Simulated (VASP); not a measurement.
# AlNi (Pm-3m) in VASP: notebook

Aim: see how the results for AlNi move with the level of theory and the settings. Levels: PBE+D4, PBE, revPBE. Tasks: single point.

Everything below comes from runs of VASP 6.6.1. Logs are shortened: lines on timing, memory, paths and dates and some standing lists are left out, and cuts for length are marked.

## (1) The cell of the first run

Symmetry: Pm-3m, No. 221, cubic system. Conventional cell: a = 2.860 Å, b = 2.860 Å, c = 2.860 Å, α = 90.00°, β = 90.00°, γ = 90.00°. Ni (site symmetry m-3m) has 8 Al at 2.48 Å and 6 Ni at 2.86 Å within 3.3 Å. Al (site symmetry m-3m) has 8 Ni at 2.48 Å and 6 Al at 2.86 Å within 3.3 Å.

## (2) Single point, PBE+D4, collinear spin, ferromagnetic start

INCAR

```
PREC     = Accurate       # precision mode
ENCUT    = 520            # plane-wave cutoff, eV
EDIFF    = 1E-6           # SCF threshold, eV
ISMEAR   = -1             # smearing method
SIGMA    = 0.05           # smearing width, eV
LREAL    = F              # projectors in reciprocal space
LASPH    = T              # aspherical terms in the spheres
NELM     = 150            # most SCF steps
ALGO     = Normal         # electronic algorithm
ISIF     = 2              # what is computed and relaxed
LWAVE    = F              # write WAVECAR
LCHARG   = F              # write CHGCAR
ISPIN    = 2              # spin polarisation
MAGMOM   = 1 0            # initial moments
LORBIT   = 11             # projections on sites
LMAXMIX  = 4              # l up to which the mixer works
GGA      = PE             # functional
IVDW     = 13             # dispersion correction
NBANDS   = 18             # bands
```

KPOINTS

```
Automatic mesh
0
Gamma
  9 9 9
```

POSCAR

```
AlNi
1.0
    2.8600027806      0.0000000000      0.0000000000
    0.0000000000      2.8600027806      0.0000000000
    0.0000000000      0.0000000000      2.8600027806
Ni Al
1 1
Direct
    0.5000000000      0.5000000000      0.5000000000
    0.0000000000      0.0000000000      0.0000000000
```

Potentials or basis: VASP PAW PBE potentials, release 64 (Ni, Al).

Launch:

```sh
cat potpaw_PBE.64/Ni/POTCAR potpaw_PBE.64/Al/POTCAR > POTCAR
mpirun -np 1 vasp_std > vasp.out
```

OUTCAR:

```text
PREC = Accurate
   ENCUT = 520
   EDIFF = 1E-6
   ISMEAR = -1
   LREAL = F
   LASPH = T
   NELM = 150
   ISIF = 2
   ISPIN = 2
   LORBIT = 11
   GGA = PE
   IVDW = 13

 ion  position               nearest neighbor table
   1  0.500  0.500  0.500-   2 2.48   2 2.48   2 2.48   2 2.48   2 2.48   2 2.48   2 2.48   2 2.48

   2  0.000  0.000  0.000-   1 2.48   1 2.48   1 2.48   1 2.48   1 2.48   1 2.48   1 2.48   1 2.48

  LATTYP: Found a simple cubic cell.
 ALAT       =     2.8600027806

  Lattice vectors:

 A1 = (   2.8600027806,   0.0000000000,   0.0000000000)
 A2 = (   0.0000000000,   2.8600027806,   0.0000000000)
 A3 = (   0.0000000000,   0.0000000000,   2.8600027806)

Analysis of symmetry for initial positions (statically):
=====================================================================
 Subroutine PRICEL returns:
 Original cell was already a primitive cell.

 Routine SETGRP: Setting up the symmetry group for a
 simple cubic supercell.

 Subroutine GETGRP returns: Found 48 space group operations
 (whereof 48 operations were pure point group operations)
 out of a pool of 48 trial point group operations.

The static configuration has the point symmetry O_h .

Analysis of symmetry for dynamics (positions and initial velocities):
=====================================================================
 Subroutine PRICEL returns:
 Original cell was already a primitive cell.

 Routine SETGRP: Setting up the symmetry group for a
 simple cubic supercell.

 Subroutine GETGRP returns: Found 48 space group operations
 (whereof 48 operations were pure point group operations)
 out of a pool of 48 trial point group operations.

The dynamic configuration has the point symmetry O_h .

Analysis of structural, dynamic, and magnetic symmetry:
=====================================================================
 Subroutine PRICEL returns:
 Original cell was already a primitive cell.

 Routine SETGRP: Setting up the symmetry group for a
 simple cubic supercell.

 Subroutine GETGRP returns: Found 48 space group operations
 (whereof 48 operations were pure point group operations)
 out of a pool of 48 trial point group operations.

The overall configuration has the point symmetry O_h .

 Subroutine INISYM returns: Found 48 space group operations
 (whereof 48 operations are pure point group operations),
 and found     1 'primitive' translations

----------------------------------------------------------------------------------------

                                     Primitive cell

  volume of cell :      23.3937

  direct lattice vectors                    reciprocal lattice vectors
     2.860002781  0.000000000  0.000000000     0.349650010  0.000000000  0.000000000
     0.000000000  2.860002781  0.000000000     0.000000000  0.349650010  0.000000000
     0.000000000  0.000000000  2.860002781     0.000000000  0.000000000  0.349650010

  length of vectors
     2.860002781  2.860002781  2.860002781     0.349650010  0.349650010  0.349650010

  position of ions in fractional coordinates (direct lattice)
     0.500000000  0.500000000  0.500000000
     0.000000000  0.000000000  0.000000000

  ion indices of the primitive-cell ions
   primitive index   ion index
                 1           1
                 2           2

----------------------------------------------------------------------------------------

 KPOINTS: Automatic mesh

Automatic generation of k-mesh.
 Grid dimensions read from file:
 generate k-points for:    9    9    9

 Generating k-lattice:

  Cartesian coordinates                     Fractional coordinates (reciprocal lattice)
     0.038850001  0.000000000  0.000000000     0.111111111  0.000000000  0.000000000
     0.000000000  0.038850001  0.000000000     0.000000000  0.111111111  0.000000000
     0.000000000  0.000000000  0.038850001     0.000000000  0.000000000  0.111111111

  Length of vectors
     0.038850001  0.038850001  0.038850001

  Shift w.r.t. Gamma in fractional coordinates (k-lattice)
     0.000000000  0.000000000  0.000000000

 Subroutine IBZKPT returns following result:
 ===========================================

 Found     35 irreducible k-points:

 Following reciprocal coordinates:
            Coordinates               Weight
  0.000000  0.000000  0.000000      1.000000
  0.111111  0.000000  0.000000      6.000000
  0.222222  0.000000  0.000000      6.000000
  0.333333  0.000000  0.000000      6.000000
  0.444444  0.000000  0.000000      6.000000
  0.111111  0.111111  0.000000     12.000000
[... 16 lines left out ...]
  0.333333  0.333333  0.111111     24.000000
  0.444444  0.333333  0.111111     48.000000
 [... further k-points ...]
   k-points           NKPTS =     35   k-points in BZ     NKDIM =     35   number of bands    NBANDS=     18
   number of dos      NEDOS =    301   number of ions     NIONS =      2
   total plane-waves  NPLWV =  13824
   dimension x,y,z NGX =    24 NGY =   24 NGZ =   24
   dimension x,y,z NGXF=    48 NGYF=   48 NGZF=   48
   ions per type =               1   1
   NGX,Y,Z   is equivalent  to a cutoff of  13.95, 13.95, 13.95 a.u.
   NGXF,Y,Z  is equivalent  to a cutoff of  27.90, 27.90, 27.90 a.u.
 SYSTEM =  unknown system
   PREC   = accura    normal or accurate (medium, high low for compatibility)
   ISTART =      0    job   : 0-new  1-cont  2-samecut
   ICHARG =      2    charge: 1-file 2-atom 10-const
   ISPIN  =      2    spin polarized calculation?
   LNONCOLLINEAR =      F non collinear calculations
   LSORBIT =      F    spin-orbit coupling
   LASPH  =      T    aspherical Exc in radial PAW
   ENCUT  =  520.0 eV  38.22 Ry    6.18 a.u.   5.32  5.32  5.32*2*pi/ulx,y,z
   NELM   =    150;   NELMIN=  2; NELMDL= -5     # of ELM steps
   EDIFF  = 0.1E-05   stopping-criterion for ELM
   LREAL  =      F    real-space projection
   EDIFFG = 0.1E-04   stopping-criterion for IOM
   NSW    =      0    number of steps for IOM
   IBRION =     -1    ionic relax: 0-MD 1-quasi-New 2-CG
   NFREE  =      0    steps in history (QN), initial steepest desc. (CG)
   ISIF   =      2    stress and relaxation
   ISYM   =      2    0-nonsym 1-usesym 2-fastsym
   POTIM  = 0.5000    time-step for ionic-motion
   TEBEG  =    0.0;   TEEND  =   0.0 temperature during run
   PSTRESS=    0.0 pullay stress
   NELECT =      13.0000    total number of electrons
   NUPDOWN=      -1.0000    fix difference up-down
   EMIN   =  10.00;   EMAX   =-10.00  energy-range for DOS
   EFERMI =   0.00;   METHOD = LEGACY
   ISMEAR =    -1;   SIGMA  =   0.05  broadening in eV -4-tet -1-fermi 0-gaus
   EFERMI_NEDOS =   21; number of points for ismear=-14 and -15
   IALGO  =     38    algorithm
   IMIX   =      4    mixing-type and parameters
     AMIX     =   0.40;   BMIX     =  1.00
     AMIX_MAG =   1.60;   BMIX_MAG =  1.00
  volume/ion in A,a.u.               =      11.70        78.93
  Fermi-wavevector in a.u.,A,eV,Ry     =   1.345931  2.543441 24.647369  1.811531
  Thomas-Fermi vector in A             =   2.473804
   LORBIT       =     11    0 simple, 1 ext, 2 COOP (PROOUT), +10 PAW based schemes
   GGA     = PE    functional components
   LHFCALC =     F    Hartree Fock is set to
   AEXX    =    0.0000 exact exchange contribution
   IVDW    =    13    specifies the selected vdW correction
   LEPSILON=     F    determine dielectric tensor
   LRPA    =     F    only Hartree local field effects (RPA)
 spin polarized calculation
  energy-cutoff  :      520.00
  volume of cell :       23.39
 maximum number of plane-waves:       651
 NGX is ok and might be reduce to    24
   NGX = 11   NGY = 11   NGZ = 11

 number of electron      13.0000010 magnetization      -0.0007234

 number of electron      13.0000010 magnetization       0.0002246

 Free energy of the ion-electron system (eV)
  ---------------------------------------------------
  ext. energy  EPLUGINS =         0.00000000
  ---------------------------------------------------
  free energy    TOTEN  =       -10.52337563 eV

  energy without entropy =      -10.51698090  energy(sigma->0) =      -10.52017827

 E-fermi :  10.3234     XC(G=0): -12.1549

 val. band max:       10.2576649682   @ k =   0.3333   0.1111   0.0000
 cond. band min:      10.3750792740   @ k =   0.3333   0.1111   0.1111
 fundamental gap:      0.1174143058
 Fermi energy:        10.3234448711

 spin component 1

 k-point     1 :       0.0000    0.0000    0.0000
  band No.  band energies     occupation
      1      -0.9803      1.00000
      2       6.9749      1.00000
      3       6.9749      1.00000
      4       8.7185      1.00000
      5       8.7185      1.00000
      6       8.7185      1.00000
[... 10 lines left out ...]
     17      33.8855      0.00000
     18      33.8855      0.00000
[... 463 lines left out ...]
 k-point    24 :       0.4444    0.3333    0.1111
  band No.  band energies     occupation
      1       4.1865      1.00000
      2       5.7855      1.00000
      3       7.2252      1.00000
      4       7.7512      1.00000
      5       8.3307      1.00000
      6       8.4844      1.00000
[... 10 lines left out ...]
     17      33.1771      0.00000
     18      37.1189      0.00000

 [... further k-points ...]

 spin component 2

 k-point     1 :       0.0000    0.0000    0.0000
  band No.  band energies     occupation
      1      -0.9803      1.00000
      2       6.9749      1.00000
      3       6.9749      1.00000
      4       8.7185      1.00000
      5       8.7185      1.00000
      6       8.7185      1.00000
[... 10 lines left out ...]
     17      33.8855      0.00000
     18      33.8855      0.00000
[... 463 lines left out ...]
 k-point    24 :       0.4444    0.3333    0.1111
  band No.  band energies     occupation
      1       4.1865      1.00000
      2       5.7854      1.00000
      3       7.2252      1.00000
      4       7.7512      1.00000
      5       8.3307      1.00000
      6       8.4844      1.00000
[... 10 lines left out ...]
     17      33.1771      0.00000
     18      37.1187      0.00000

 [... further k-points ...]

------------------------ aborting loop because EDIFF is reached ----------------------------------------

  DFT-D4 for vdW energy calculation

  Edisp (eV):   -0.89992

  FORCE on cell =-STRESS in cart. coord.  units (eV):
  Direction    XX          YY          ZZ          XY          YZ          ZX
  --------------------------------------------------------------------------------------
  -------------------------------------------------------------------------------------
  Total       0.00285     0.00285     0.00285     0.00000    -0.00000    -0.00000
  in kB       0.19537     0.19537     0.19537     0.00000    -0.00000    -0.00000
  external pressure =        0.20 kB  Pullay stress =        0.00 kB

 VOLUME and BASIS-vectors are now :
 -----------------------------------------------------------------------------
  energy-cutoff  :      520.00
  volume of cell :       23.39
      direct lattice vectors                 reciprocal lattice vectors
     2.860002781  0.000000000  0.000000000     0.349650010  0.000000000  0.000000000
     0.000000000  2.860002781  0.000000000     0.000000000  0.349650010  0.000000000
     0.000000000  0.000000000  2.860002781     0.000000000  0.000000000  0.349650010

 POSITION                                       TOTAL-FORCE (eV/Angst)
 -----------------------------------------------------------------------------------
      1.43000      1.43000      1.43000         0.000000      0.000000      0.000000
      0.00000      0.00000      0.00000         0.000000      0.000000      0.000000
 -----------------------------------------------------------------------------------
    total drift:                                0.000000      0.000000     -0.000000

  FREE ENERGIE OF THE ION-ELECTRON SYSTEM (eV)
  ---------------------------------------------------
  free  energy   TOTEN  =       -11.4232965532 eV

  energy  without entropy=      -11.4169018235  energy(sigma->0) =      -11.42009919

 total charge

# of ion       s       p       d       tot
------------------------------------------
    1        0.484   0.538   8.481   9.503
    2        0.386   0.423   0.000   0.809
--------------------------------------------------
tot          0.870   0.960   8.481  10.312

 magnetization (x)

# of ion       s       p       d       tot
------------------------------------------
    1       -0.000  -0.000   0.000   0.000
    2        0.000   0.000   0.000   0.000
--------------------------------------------------
tot          0.000   0.000   0.000   0.000
```

It took 15 s on 1 thread of Intel Xeon Platinum 8488C (Sapphire Rapids), shared host; peak memory 0.15 GiB.

Results:

- Free energy: -11.4233 eV
- Pressure: 0.0 GPa
- Net moment: 0.00 μB per cell
- Valence electrons inside the program's atomic spheres: Ni 9.50; Al 0.81
- Dispersion energy per atom: -0.450 eV

Caveat: pairwise dispersion overbinds metals, which lowers pressure and volume.

## (3) Single point, PBE, collinear spin, ferromagnetic start

This run uses another cell than the first one, of 11.96 Å³/atom, 1.022 times its volume.

INCAR

```
  PREC = Accurate
  ENCUT = 520
  EDIFF = 1E-6
  ISMEAR = 0
  SIGMA = 0.028000000000000004
  LREAL = F
  LASPH = T
  NELM = 150
  ALGO = Normal
  ISIF = 2
  LWAVE = F
  LCHARG = F
  ISPIN = 2
  MAGMOM = 1 0
  LORBIT = 11
  LMAXMIX = 4
  GGA = PE
  NBANDS = 18
```

KPOINTS

```
regular mesh
0
Gamma
  9 9 9
```

POSCAR

```
AlNi
1.0
    2.8810000000      0.0000000000      0.0000000000
    0.0000000000      2.8810000000      0.0000000000
    0.0000000000      0.0000000000      2.8810000000
Ni Al
1 1
Direct
    0.5000000000      0.5000000000      0.5000000000
    0.0000000000      0.0000000000      0.0000000000
```

Potentials or basis: VASP PAW PBE potentials, release 64 (Ni, Al).

Launch:

```sh
cat potpaw_PBE.64/Ni/POTCAR potpaw_PBE.64/Al/POTCAR > POTCAR
mpirun -np 1 vasp_std > vasp.out
```

OUTCAR:

```text
PREC = Accurate
   ENCUT = 520
   EDIFF = 1E-6
   ISMEAR = 0
   LREAL = F
   LASPH = T
   NELM = 150
   ISIF = 2
   ISPIN = 2
   LORBIT = 11
   GGA = PE

 ion  position               nearest neighbor table
   1  0.500  0.500  0.500-   2 2.50   2 2.50   2 2.50   2 2.50   2 2.50   2 2.50   2 2.50   2 2.50

   2  0.000  0.000  0.000-   1 2.50   1 2.50   1 2.50   1 2.50   1 2.50   1 2.50   1 2.50   1 2.50

  LATTYP: Found a simple cubic cell.
 ALAT       =     2.8810000000

  Lattice vectors:

[... 1226 lines left out ...]
  external PRESSURE =      18.8906760 kB  Pullay stress =       0.0000000 kB

 VOLUME and BASIS-vectors are now :
 -----------------------------------------------------------------------------
  energy-cutoff  :      520.00
  volume of cell :       23.91
      direct lattice vectors                 reciprocal lattice vectors
     2.881000000  0.000000000  0.000000000     0.347101701  0.000000000  0.000000000
     0.000000000  2.881000000  0.000000000     0.000000000  0.347101701  0.000000000
     0.000000000  0.000000000  2.881000000     0.000000000  0.000000000  0.347101701

 POSITION                                       TOTAL-FORCE (eV/Angst)
 -----------------------------------------------------------------------------------
      1.44050      1.44050      1.44050         0.000000      0.000000      0.000000
      0.00000      0.00000      0.00000         0.000000      0.000000      0.000000
 -----------------------------------------------------------------------------------
    total drift:                                0.000000      0.000000     -0.000000

  FREE ENERGIE OF THE ION-ELECTRON SYSTEM (eV)
  ---------------------------------------------------
  free  energy   TOTEN  =       -10.5330982048 eV

  energy  without entropy=      -10.5330315379  energy(sigma->0) =      -10.53306487

 total charge

# of ion       s       p       d       tot
------------------------------------------
    1        0.475   0.518   8.471   9.464
    2        0.384   0.413   0.000   0.797
--------------------------------------------------
tot          0.859   0.931   8.471  10.261

 magnetization (x)

# of ion       s       p       d       tot
------------------------------------------
    1        0.000  -0.000   0.000   0.000
    2       -0.000  -0.000   0.000  -0.000
--------------------------------------------------
tot         -0.000  -0.000   0.000   0.000
```

OSZICAR:

```text
N       E                     dE             d eps       ncg     rms          rms(c)
DAV:   1     0.470830176546E+02    0.47083E+02   -0.52999E+03  2552   0.798E+02
DAV:   2    -0.916260032183E+01   -0.56246E+02   -0.49577E+02  2714   0.163E+02
DAV:   3    -0.118856939173E+02   -0.27231E+01   -0.26571E+01  2994   0.368E+01
DAV:   4    -0.119216095945E+02   -0.35916E-01   -0.35881E-01  2946   0.376E+00
DAV:   5    -0.119224218112E+02   -0.81222E-03   -0.81217E-03  3040   0.616E-01    0.124E+01
DAV:   6    -0.140002498920E+02   -0.20778E+01   -0.41774E+01  2864   0.752E+01    0.165E+01
DAV:   7    -0.105557458235E+02    0.34445E+01   -0.12828E+01  2806   0.445E+01    0.136E+00
DAV:   8    -0.105458574081E+02    0.98884E-02   -0.27111E-01  3312   0.476E+00    0.107E+00
DAV:   9    -0.105304698841E+02    0.15388E-01   -0.50097E-02  3152   0.211E+00    0.694E-01
DAV:  10    -0.105320085823E+02   -0.15387E-02   -0.12074E-03  3270   0.350E-01    0.458E-01
DAV:  11    -0.105329837649E+02   -0.97518E-03   -0.35242E-03  2948   0.559E-01    0.178E-01
DAV:  12    -0.105328533385E+02    0.13043E-03   -0.18256E-04  3668   0.101E-01    0.183E-01
DAV:  13    -0.105330674615E+02   -0.21412E-03   -0.13794E-04  2848   0.111E-01    0.737E-02
DAV:  14    -0.105330978415E+02   -0.30380E-04   -0.48086E-05  3590   0.642E-02    0.868E-03
DAV:  15    -0.105330982048E+02   -0.36329E-06   -0.81372E-07  1772   0.704E-03
   1 F= -.10533098E+02 E0= -.10533065E+02  d E =-.666669E-04  mag=     0.0004
```

It took 15 s on 1 thread of Intel Xeon Platinum 8488C (Sapphire Rapids), shared host; peak memory 0.16 GiB.

What came out:

- Free energy: -10.5331 eV
- Pressure: 1.9 GPa
- Net moment: 0.00 μB per cell
- Valence electrons inside the program's atomic spheres: Ni 9.46; Al 0.80

Levels at points of the mesh, in eV from the Fermi level:
Spin up:
```tsv
k point	band 2	band 3	band 4	band 5	band 6	band 7	band 8	band 9	band 10	band 11
(0.00, 0.00, 0.00)	-3.24	-3.24	-1.56	-1.56	-1.56	5.49	5.49	5.49	8.12	8.12
```
Spin down:
| k point | band 3 | band 4 | band 5 | band 6 | band 7 | band 8 | band 9 | band 10 |
| --- | --- | --- | --- | --- | --- | --- | --- | --- |
| (0.00, 0.00, 0.00) | -3.24 | -1.56 | -1.56 | -1.56 | 5.49 | 5.49 | 5.49 | 8.12 |

(Continued in part 2 of 2.)
